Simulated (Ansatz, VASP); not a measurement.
**SrNb: VASP beside Ansatz**

```
CELL_PARAMETERS angstrom
0.00000 3.14872 3.14872
3.14872 0.00000 3.14872
3.14872 3.14872 0.00000
ATOMIC_POSITIONS crystal
Sr 0.00000 0.00000 0.00000
Nb 0.50000 0.50000 0.50000
```

Alike in both runs: functional PBE; k mesh 6 × 6 × 6; occupations gaussian, width 0.1 eV; no spin polarisation.

Ansatz relaxed the structure, and its values are those at the end. VASP's run is a single point on that final structure, the one shown.

|  | VASP | Ansatz |
| --- | --- | --- |
| version | VASP 6.6.1 | Ansatz 0.2.0 |
| potentials or method | VASP PAW PBE potentials, release 64 (Sr_sv, Nb_sv), cutoff 520 eV | scalar-relativistic, plane waves, PAW |
| valence electrons in the cell | 23 | 23 |

VASP gave:

```
gap on the k mesh at the Fermi level (eV) : none
pressure (GPa)                            : 0.2
```

Problem. Which values does Ansatz return?

Solution. gap on the k mesh at the Fermi level (eV): none; pressure (GPa): 0.1.

A gap of «none» marks a metal or a gap that the smearing closes.
